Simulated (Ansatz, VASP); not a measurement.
**Two plane-wave programs on Mo**

```
Mo
1.0
     0.00000    2.04522    2.01500
     2.04522    0.00000    2.01500
     2.04522    2.04522    0.00000
Mo
1
Direct
  0.00000 0.00000 0.00000
```

Change from the starting cell: strain +0.015 along x and y, +0.000 along z, atoms carried along.

Alike in both runs: task single point; functional LDA; k mesh 20 × 20 × 20; occupations gaussian, width 0.15 eV; no spin polarisation.

|  | VASP | Ansatz |
| --- | --- | --- |
| version | VASP 6.6.1 | Ansatz 0.2.0 |
| potentials or method | VASP PAW LDA potentials, release 64 (Mo_sv), cutoff 520 eV | scalar-relativistic, plane waves, PAW |
| valence electrons in the cell | 14 | 14 |

```csv
,VASP,Ansatz,Ansatz less VASP
gap on the k mesh at the Fermi level (eV),none,none,-
pressure (GPa),-21.2,-21.9,-0.72
"traceless stress, the component that is largest in VASP (GPa)",-1.98,-2.00,-0.015
```

LDA's correlation is that of Perdew and Zunger in VASP and of Perdew and Wang (1992) in Ansatz. A gap of «none» marks a metal or a gap that the smearing closes.
